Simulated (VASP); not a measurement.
# KI (P1) in VASP: a series of runs

The runs below take KI through single point, with PBEsol.

Program: VASP 6.6.1. These are calculated values, not measurements. Logs are shortened: lines on timing, memory, paths and dates and some standing lists are left out, and cuts for length are marked.

### Step 1. The cell of the first run

The typed cell holds 2 atoms: a = 5.013 Å, b = 5.013 Å, c = 5.013 Å, α = 60.00°, β = 60.00°, γ = 60.00°.

### Step 2. Single point, PBEsol

File INCAR:

```
PREC = Accurate ; ENCUT = 520
EDIFF = 1E-6 ; ISMEAR = -1
SIGMA = 0.112 ; LREAL = False
LASPH = True ; NELM = 80
ALGO = Normal ; ISIF = 2
LWAVE = False ; LCHARG = False
GGA = PS ; NBANDS = 15
```

File KPOINTS:

```
Automatic mesh
0
Gamma
  4 4 4
```

File POSCAR:

```
KI
1.0
    0.0000000000      3.5445661619      3.5445661619
    3.5445661619      0.0000000000      3.5445661619
    3.5445661619      3.5445661619      0.0000000000
K I
1 1
Direct
   -0.0269189502     -0.0064233531      0.0164025715
    0.5382579737      0.5148875537      0.4920229784
```

Potentials or basis: VASP PAW PBE potentials, release 64 (K_sv, I).

Run with:

```
> cat potpaw_PBE.64/K_sv/POTCAR potpaw_PBE.64/I/POTCAR > POTCAR
> mpirun -np 1 vasp_std > vasp.out
```

OUTCAR:

```text
PREC = Accurate
   ENCUT = 520
   EDIFF = 1E-6
   ISMEAR = -1
   LREAL = False
   LASPH = True
   NELM = 80
   ISIF = 2
   GGA = PS

 ion  position               nearest neighbor table
   1  0.973  0.994  0.016-   2 3.24   2 3.41   2 3.55   2 3.57
   2  0.538  0.515  0.492-   1 3.24   1 3.41   1 3.55   1 3.57

  LATTYP: Found a face centered cubic cell.
 ALAT       =     7.0891323238

  Lattice vectors:

 A1 = (   0.0000000000,   3.5445661619,   3.5445661619)
 A2 = (   3.5445661619,   0.0000000000,   3.5445661619)
 A3 = (   3.5445661619,   3.5445661619,   0.0000000000)

Analysis of symmetry for initial positions (statically):
=====================================================================
 Subroutine PRICEL returns:
 Original cell was already a primitive cell.

 Routine SETGRP: Setting up the symmetry group for a
 face centered cubic supercell.

 Subroutine GETGRP returns: Found  1 space group operations
 (whereof  1 operations were pure point group operations)
 out of a pool of 48 trial point group operations.

The static configuration has the point symmetry C_1 .

Analysis of symmetry for dynamics (positions and initial velocities):
=====================================================================
 Subroutine PRICEL returns:
 Original cell was already a primitive cell.

 Routine SETGRP: Setting up the symmetry group for a
 face centered cubic supercell.

 Subroutine GETGRP returns: Found  1 space group operations
 (whereof  1 operations were pure point group operations)
 out of a pool of 48 trial point group operations.

The dynamic configuration has the point symmetry C_1 .

 Subroutine INISYM returns: Found  1 space group operations
 (whereof  1 operations are pure point group operations),
 and found     1 'primitive' translations

----------------------------------------------------------------------------------------

                                     Primitive cell

  volume of cell :      89.0675

  direct lattice vectors                    reciprocal lattice vectors
     0.000000000  3.544566162  3.544566162    -0.141060987  0.141060987  0.141060987
     3.544566162  0.000000000  3.544566162     0.141060987 -0.141060987  0.141060987
     3.544566162  3.544566162  0.000000000     0.141060987  0.141060987 -0.141060987

  length of vectors
     5.012773539  5.012773539  5.012773539     0.244324796  0.244324796  0.244324796

  position of ions in fractional coordinates (direct lattice)
     0.973081050  0.993576647  0.016402572
     0.538257974  0.514887554  0.492022978

  ion indices of the primitive-cell ions
   primitive index   ion index
                 1           1
                 2           2

----------------------------------------------------------------------------------------

 KPOINTS: Automatic mesh

Automatic generation of k-mesh.
 Grid dimensions read from file:
 generate k-points for:    4    4    4

 Generating k-lattice:

  Cartesian coordinates                     Fractional coordinates (reciprocal lattice)
    -0.035265247  0.035265247  0.035265247     0.250000000  0.000000000  0.000000000
     0.035265247 -0.035265247  0.035265247     0.000000000  0.250000000  0.000000000
     0.035265247  0.035265247 -0.035265247     0.000000000  0.000000000  0.250000000

  Length of vectors
     0.061081199  0.061081199  0.061081199

  Shift w.r.t. Gamma in fractional coordinates (k-lattice)
     0.000000000  0.000000000  0.000000000

 Subroutine IBZKPT returns following result:
 ===========================================

 Found     36 irreducible k-points:

 Following reciprocal coordinates:
            Coordinates               Weight
  0.000000  0.000000  0.000000      1.000000
  0.250000  0.000000  0.000000      2.000000
  0.000000  0.250000  0.000000      2.000000
  0.000000  0.000000  0.250000      2.000000
  0.250000  0.250000  0.250000      2.000000
  0.500000  0.000000  0.000000      1.000000
[... 16 lines left out ...]
  0.250000  0.500000  0.500000      2.000000
  0.500000  0.000000  0.250000      2.000000
 [... further k-points ...]
   k-points           NKPTS =     36   k-points in BZ     NKDIM =     36   number of bands    NBANDS=     15
   number of dos      NEDOS =    301   number of ions     NIONS =      2
   total plane-waves  NPLWV =  64000
   dimension x,y,z NGX =    40 NGY =   40 NGZ =   40
   dimension x,y,z NGXF=    80 NGYF=   80 NGZF=   80
   ions per type =               1   1
   NGX,Y,Z   is equivalent  to a cutoff of  13.27, 13.27, 13.27 a.u.
   NGXF,Y,Z  is equivalent  to a cutoff of  26.53, 26.53, 26.53 a.u.
 SYSTEM =  unknown system
   PREC   = accura    normal or accurate (medium, high low for compatibility)
   ISTART =      0    job   : 0-new  1-cont  2-samecut
   ICHARG =      2    charge: 1-file 2-atom 10-const
   ISPIN  =      1    spin polarized calculation?
   LNONCOLLINEAR =      F non collinear calculations
   LSORBIT =      F    spin-orbit coupling
   LASPH  =      T    aspherical Exc in radial PAW
   ENCUT  =  520.0 eV  38.22 Ry    6.18 a.u.   9.32  9.32  9.32*2*pi/ulx,y,z
   NELM   =     80;   NELMIN=  2; NELMDL= -5     # of ELM steps
   EDIFF  = 0.1E-05   stopping-criterion for ELM
   LREAL  =      F    real-space projection
   EDIFFG = 0.1E-04   stopping-criterion for IOM
   NSW    =      0    number of steps for IOM
   IBRION =     -1    ionic relax: 0-MD 1-quasi-New 2-CG
   NFREE  =      0    steps in history (QN), initial steepest desc. (CG)
   ISIF   =      2    stress and relaxation
   ISYM   =      2    0-nonsym 1-usesym 2-fastsym
   POTIM  = 0.5000    time-step for ionic-motion
   TEBEG  =    0.0;   TEEND  =   0.0 temperature during run
   PSTRESS=    0.0 pullay stress
   NELECT =      16.0000    total number of electrons
   NUPDOWN=      -1.0000    fix difference up-down
   EMIN   =  10.00;   EMAX   =-10.00  energy-range for DOS
   EFERMI =   0.00;   METHOD = LEGACY
   ISMEAR =    -1;   SIGMA  =   0.11  broadening in eV -4-tet -1-fermi 0-gaus
   EFERMI_NEDOS =   21; number of points for ismear=-14 and -15
   IALGO  =     38    algorithm
   IMIX   =      4    mixing-type and parameters
     AMIX     =   0.40;   BMIX     =  1.00
     AMIX_MAG =   1.60;   BMIX_MAG =  1.00
  volume/ion in A,a.u.               =      44.53       300.53
  Fermi-wavevector in a.u.,A,eV,Ry     =   0.923723  1.745583 11.609363  0.853264
  Thomas-Fermi vector in A             =   2.049391
   LORBIT       =      0    0 simple, 1 ext, 2 COOP (PROOUT), +10 PAW based schemes
   GGA     = PS    functional components
   LHFCALC =     F    Hartree Fock is set to
   AEXX    =    0.0000 exact exchange contribution
   IVDW    =     0    specifies the selected vdW correction
   LEPSILON=     F    determine dielectric tensor
   LRPA    =     F    only Hartree local field effects (RPA)
 non-spin polarized calculation
  energy-cutoff  :      520.00
  volume of cell :       89.07
 maximum number of plane-waves:      2421
 NGX is ok and might be reduce to    40
   NGX = 19   NGY = 19   NGZ = 19

 number of electron      16.0000000 magnetization

 Free energy of the ion-electron system (eV)
  ---------------------------------------------------
  ext. energy  EPLUGINS =         0.00000000
  ---------------------------------------------------
  free energy    TOTEN  =        -5.75417463 eV

  energy without entropy =       -5.75417461  energy(sigma->0) =       -5.75417462

 E-fermi :   1.4662     XC(G=0):  -7.2858

 val. band max:       -0.5831579364   @ k =   0.0000   0.0000   0.0000
 cond. band min:       3.2372324590   @ k =   0.0000   0.0000   0.0000
 fundamental gap:      3.8203903954
 Fermi energy:         1.4661754798

 k-point     1 :       0.0000    0.0000    0.0000
  band No.  band energies     occupation
      1     -28.8818      2.00000
      2     -12.4642      2.00000
      3     -12.4380      2.00000
      4     -12.4339      2.00000
      5     -11.0701      2.00000
      6      -0.5966      2.00000
      7      -0.5857      2.00000
      8      -0.5832      2.00000
      9       3.2372      0.00000
     10       5.8731      0.00000
     11       5.9489      0.00000
     12       6.0027      0.00000
     13       6.6616      0.00000
     14       6.7800      0.00000
     15       8.8963      0.00000

 k-point     2 :       0.2500    0.0000    0.0000
  band No.  band energies     occupation
      1     -28.8807      2.00000
      2     -12.5370      2.00000
      3     -12.4452      2.00000
      4     -12.4368      2.00000
      5     -10.9295      2.00000
      6      -1.3324      2.00000
      7      -0.7585      2.00000
      8      -0.7439      2.00000
      9       4.3379      0.00000
     10       5.9251      0.00000
     11       6.4403      0.00000
     12       6.4768      0.00000
     13       7.4055      0.00000
     14       7.5112      0.00000
     15       9.5334      0.00000

 k-point     3 :       0.0000    0.2500    0.0000
  band No.  band energies     occupation
      1     -28.8807      2.00000
      2     -12.5429      2.00000
      3     -12.4461      2.00000
      4     -12.4369      2.00000
      5     -10.9222      2.00000
      6      -1.3385      2.00000
      7      -0.7445      2.00000
      8      -0.7269      2.00000
      9       4.3340      0.00000
     10       5.7922      0.00000
     11       6.4122      0.00000
     12       6.4636      0.00000
     13       7.4595      0.00000
     14       7.6482      0.00000
     15       9.5447      0.00000
[... 343 lines left out ...]
 k-point    23 :       0.2500    0.5000    0.5000
  band No.  band energies     occupation
      1     -28.8794      2.00000
      2     -12.5506      2.00000
      3     -12.4606      2.00000
      4     -12.4509      2.00000
      5     -10.8562      2.00000
      6      -1.5958      2.00000
      7      -1.1082      2.00000
      8      -0.9258      2.00000
      9       5.0463      0.00000
     10       6.0082      0.00000
     11       6.6126      0.00000
     12       7.6020      0.00000
     13       8.1330      0.00000
     14       8.5091      0.00000
     15       9.1158      0.00000

 k-point    24 :       0.5000    0.0000    0.2500
  band No.  band energies     occupation
      1     -28.8793      2.00000
      2     -12.5509      2.00000
      3     -12.4641      2.00000
      4     -12.4484      2.00000
      5     -10.8547      2.00000
      6      -1.5934      2.00000
      7      -1.1152      2.00000
      8      -0.9162      2.00000
      9       5.0057      0.00000
     10       5.9824      0.00000
     11       6.6904      0.00000
     12       7.6841      0.00000
     13       8.0828      0.00000
     14       8.4737      0.00000
     15       9.0386      0.00000

 [... further k-points ...]
[... 5 lines left out ...]
  --------------------------------------------------------------------------------------
  -------------------------------------------------------------------------------------
  Total       -0.2401876     -0.0885539      0.4976984      0.0023207     -0.0826620      0.0059338
  in kB       -4.3205789     -1.5929380      8.9527724      0.0417456     -1.4869532      0.1067396
  external PRESSURE =       1.0130852 kB  Pullay stress =       0.0000000 kB

 VOLUME and BASIS-vectors are now :
 -----------------------------------------------------------------------------
  energy-cutoff  :      520.00
  volume of cell :       89.07
      direct lattice vectors                 reciprocal lattice vectors
     0.000000000  3.544566162  3.544566162    -0.141060987  0.141060987  0.141060987
     3.544566162  0.000000000  3.544566162     0.141060987 -0.141060987  0.141060987
     3.544566162  3.544566162  0.000000000     0.141060987  0.141060987 -0.141060987

 POSITION                                       TOTAL-FORCE (eV/Angst)
 -----------------------------------------------------------------------------------
      3.57994      3.50729      6.97095        -0.008286      0.121795      0.354575
      3.56906      3.65190      3.73294         0.008286     -0.121795     -0.354575
 -----------------------------------------------------------------------------------
    total drift:                                0.000010     -0.000023     -0.000404

  FREE ENERGIE OF THE ION-ELECTRON SYSTEM (eV)
  ---------------------------------------------------
  free  energy   TOTEN  =        -5.7541746327 eV

  energy  without entropy=       -5.7541746146  energy(sigma->0) =       -5.75417462
```

Wall time 36 s (1 thread of Intel Xeon Platinum 8559C (Emerald Rapids), shared host); peak memory 0.25 GiB.

Results:

```
Free energy            : -5.7542 eV
Pressure               : 0.1 GPa
Largest force          : 0.375 eV/Å
Band gap on the k mesh : 3.82 eV
```

Forces in eV/Å, atoms in the order of the input:
```
K   -0.008  0.122  0.355
I    0.008 -0.122 -0.355
```

Stress tensor (GPa, compression positive):
```
-0.43  0.00  0.01
 0.00 -0.16 -0.15
 0.01 -0.15  0.90
```

Caveat: the atoms stand as in a frame of molecular dynamics; the PAW data sets were made with another functional, which shifts forces and pressure a little; spin-orbit coupling is left out, which moves the levels of the heavy elements. PBEsol gaps usually lie below the measured ones, often by a third to a half.

### Step 3. Single point, PBEsol

File INCAR:

```
SYSTEM = KI
ALGO     = Normal         ! electronic algorithm
EDIFF    = 1E-7           ! SCF threshold, eV
ENCUT    = 520            ! plane-wave cutoff, eV
GGA      = PS             ! functional
ISIF     = 2              ! what is computed and relaxed
ISMEAR   = -1             ! smearing method
LASPH    = .TRUE.         ! aspherical terms in the spheres
LCHARG   = .FALSE.        ! write CHGCAR
LREAL    = .FALSE.        ! projectors in reciprocal space
LWAVE    = .FALSE.        ! write WAVECAR
NBANDS   = 15             ! bands
NELM     = 60             ! most SCF steps
PREC     = Accurate       ! precision mode
SIGMA    = 0.112          ! smearing width, eV
```

File KPOINTS:

```
k-points
0
G
  4 4 4
  0 0 0
```

File POSCAR:

```
KI
1.0
    0.0000000000      3.5445661619      3.5445661619
    3.5445661619      0.0000000000      3.5445661619
    3.5445661619      3.5445661619      0.0000000000
K I
1 1
Direct
   -0.0232049555     -0.0104118525      0.0197946651
    0.5569745097      0.5198940902      0.4912273944
```

Potentials or basis: VASP PAW PBE potentials, release 64 (K_sv, I).

Run with:

```
> cat potpaw_PBE.64/K_sv/POTCAR potpaw_PBE.64/I/POTCAR > POTCAR
> mpirun -np 1 vasp_std > vasp.out
```

It took 36 s on 1 thread of Intel Xeon Platinum 8559C (Emerald Rapids), shared host; peak memory 0.26 GiB.

Results (log left out):

| Item | Value |
| --- | --- |
| Free energy | -5.7125 eV |
| Pressure | 0.4 GPa |
| Largest force | 0.534 eV/Å |
| Band gap on the k mesh | 3.84 eV |

Forces in eV/Å, atoms in the order of the input:
```
K    0.004  0.143  0.515
I   -0.004 -0.143 -0.515
```

Stress tensor (GPa, compression positive):
```
-0.49  0.00 -0.01
 0.00 -0.06 -0.26
-0.01 -0.26  1.73
```

Levels at points of the mesh, in eV from the valence-band top:
| k point | band 4 | band 5 | band 6 | band 7 | band 8 | band 9 | band 10 | band 11 | band 12 | band 13 |
| --- | --- | --- | --- | --- | --- | --- | --- | --- | --- | --- |
| (0.00, 0.00, 0.00) | -11.82 | -10.46 | -0.02 | 0.00 | 0.00 | 3.84 | 6.47 | 6.59 | 6.68 | 7.29 |
| (0.50, 0.00, 0.00) | -11.83 | -10.19 | -1.28 | -0.32 | -0.29 | 5.41 | 7.47 | 7.90 | 8.17 | 8.63 |
| (0.00, 0.50, 0.00) | -11.83 | -10.17 | -1.28 | -0.29 | -0.25 | 5.34 | 7.23 | 7.84 | 8.18 | 8.70 |
| (0.00, 0.00, 0.50) | -11.83 | -10.17 | -1.28 | -0.29 | -0.25 | 5.34 | 7.23 | 7.84 | 8.18 | 8.70 |
| (0.50, 0.50, 0.50) | -11.83 | -10.20 | -1.28 | -0.32 | -0.29 | 5.41 | 7.49 | 7.91 | 8.16 | 8.63 |
| (0.50, 0.50, 0.00) | -11.84 | -10.28 | -0.94 | -0.34 | -0.33 | 4.92 | 5.67 | 7.73 | 8.20 | 9.48 |
| (0.00, 0.50, 0.50) | -11.85 | -10.31 | -0.97 | -0.38 | -0.34 | 5.03 | 5.66 | 8.16 | 8.65 | 8.71 |
| (0.50, 0.00, 0.50) | -11.84 | -10.30 | -0.96 | -0.38 | -0.33 | 5.01 | 5.67 | 8.15 | 8.23 | 9.18 |

Caveat: the atoms stand as in a frame of molecular dynamics; the PAW data sets were made with another functional, which shifts forces and pressure a little; spin-orbit coupling is left out, which moves the levels of the heavy elements. Expect the measured gap to be larger: semilocal functionals such as PBEsol lack the derivative discontinuity.
